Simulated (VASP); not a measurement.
**AlBAs2: relaxation of cell and atoms with PBE**

AlBAs2:

```
B As Al
1.0
     3.56491    0.00000    0.00000
     0.00000    3.56491    0.00000
     0.00000    0.00000    5.04154
B As Al
1 2 1
Direct
  0.00000 0.00000 0.00000
  0.00000 0.50000 0.25000
  0.50000 0.00000 0.75000
  0.50000 0.50000 0.50000
```

```
Program                : VASP 6.6.1
Task                   : relaxation of cell and atoms
Functional             : PBE
Potentials or basis    : VASP PAW PBE potentials, release 64 (B, As, Al)
Cutoff                 : 600 eV
k mesh                 : 6 × 6 × 6
Occupations            : fermi-dirac, width 0.02 eV
Spin                   : no spin polarisation
Dipole correction      : no
Further INCAR settings : ALGO = Normal; EDIFF = 1e-06; IBRION = 2; EDIFFG = -0.005; NSW = 80; ISIF = 3
```

| Quantity | Value |
| --- | --- |
| Relaxed volume | 18.55 Å³/atom |
| Relaxed cell | a = 3.687 Å, b = 3.687 Å, c = 5.456 Å, α = 90.00°, β = 90.00°, γ = 90.00° |
| Space group after relaxing (to 0.05 Å) | P-4m2 (No. 115) |
| Energy gained by relaxing | 380.1 meV/atom |
| Ionic steps | 13 |
| Pressure after relaxing | 0.0 GPa |
| Band gap on the k mesh | 0.62 eV, indirect (least direct gap 0.72 eV) |

Forces on the atoms (eV/Å):
```
B    0.000  0.000  0.000
As   0.000  0.000  0.003
As   0.000  0.000 -0.003
Al   0.000  0.000  0.000
```

Step by step:
```
step  energy change (eV)  largest force (eV/Å)  pressure (GPa)  volume (Å³)
   1              0.0000                4.8022           23.58        64.07
   2             -0.8900                0.7637          -10.56        88.50
   3             -1.4184                0.7096           -2.85        77.47
   4             -1.4195                0.7821           -2.42        77.09
   5             -1.4193                0.8356           -2.11        76.81
   6             -1.5016                0.2639           -0.29        74.70
   7             -1.5123                0.0379            0.73        73.70
   8             -1.5195                0.0753           -0.20        74.36
   9             -1.5196                0.0798           -0.32        74.45
  10             -1.5204                0.0031            0.05        74.13
  11             -1.5204                0.0096            0.02        74.16
  12             -1.5204                0.0110            0.02        74.16
  13             -1.5204                0.0026           -0.01        74.19
```

Final structure:
```xyz
4
Lattice="3.6873 0.0000 0.0000 0.0000 3.6873 0.0000 0.0000 0.0000 5.4564" Properties=species:S:1:pos:R:3 pbc="T T T"
B     0.0000    0.0000    0.0000
As    0.0000    1.8437    1.1555
As    1.8437    0.0000    4.3008
Al    1.8437    1.8437    2.7282
```

Levels at points of the mesh, in eV from the valence-band top:
| k point | band 4 | band 5 | band 6 | band 7 | band 8 | band 9 | band 10 | band 11 | band 12 |
| --- | --- | --- | --- | --- | --- | --- | --- | --- | --- |
| (0.00, 0.00, 0.00) | -3.50 | -3.50 | -0.48 | 0.00 | 0.00 | 0.72 | 0.74 | 2.93 | 3.23 |
| (0.50, 0.00, 0.00) | -5.13 | -4.64 | -3.84 | -2.50 | -0.71 | 1.94 | 3.68 | 4.09 | 4.92 |
| (0.50, 0.50, 0.00) | -6.07 | -3.82 | -3.49 | -3.49 | -2.84 | 0.90 | 0.90 | 1.26 | 1.44 |
| (0.00, 0.00, 0.50) | -3.97 | -3.19 | -3.19 | -1.04 | -1.04 | 1.12 | 1.51 | 3.34 | 4.27 |
| (0.50, 0.00, 0.50) | -6.90 | -2.45 | -1.77 | -1.72 | -0.62 | 0.62 | 2.19 | 3.34 | 4.09 |
| (0.50, 0.50, 0.50) | -5.38 | -4.47 | -4.42 | -4.14 | -4.14 | 3.88 | 3.88 | 4.02 | 5.12 |

Run time: 93 s on 1 thread of Intel(R) Xeon(R) 6975P-C (Granite Rapids) (shared host), peak memory 0.21 GiB.

Caveat: the volume moved by over 15 % at a fixed basis, so the end points are rough. A k mesh can miss the band edges.
